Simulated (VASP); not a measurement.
A run of VASP 6.6.1 is set up as follows.

The input INCAR:

```
PREC = Accurate
ENCUT = 520
EDIFF = 1E-7
ISMEAR = 0
SIGMA = 0.05
LREAL = False
LASPH = True
NELM = 80
ALGO = Normal
ISIF = 2
LWAVE = False
LCHARG = False
GGA = PE
NBANDS = 60
```

File KPOINTS:

```
regular mesh
0
Gamma
  4 8 4
```

The input POSCAR:

```
TiO2
1.0
    9.5254008768      0.0002697400      0.0014714408
    0.0001458170      2.9757988657     -0.0003118462
    0.0008115028     -0.0005329130      4.9708960372
Ti O
4 8
Direct
    0.1378746578      0.2499982369      0.9196940668
    0.8621224403      0.7499774346      0.0803054992
    0.3621455097      0.7500532448      0.4195769829
    0.6378508265      0.2499759495      0.5804219431
    0.2668104231      0.2499885817      0.6345530111
    0.7331921230      0.7500049533      0.3654515928
    0.2332082800      0.7499799127      0.1345899544
    0.7667925570      0.2500416682      0.8654124184
    0.9692943499      0.2500538498      0.2030858220
    0.0307074081      0.7499342156      0.7969071216
    0.5306360875      0.7500707419      0.7031421452
    0.4693653371      0.2499212112      0.2968594424
```

Potentials or basis: VASP PAW PBE potentials, release 64 (Ti_sv, O).

Command:

```console
$ cat potpaw_PBE.64/Ti_sv/POTCAR potpaw_PBE.64/O/POTCAR > POTCAR
$ mpirun -np 1 vasp_std > vasp.out
```

Task: What does it give for the pressure?

Result: 0.7 GPa.

Task: What does it give for the largest force?

Result: 0.074 eV/Å.

Task: What does it give for the band gap on the k mesh?

Result: 2.54 eV (least direct gap 2.69 eV).

Stress tensor (GPa, compression positive):
```
 0.67 -0.01 -0.01
-0.01  0.87  0.01
-0.01  0.01  0.46
```

A k mesh can miss the band edges.
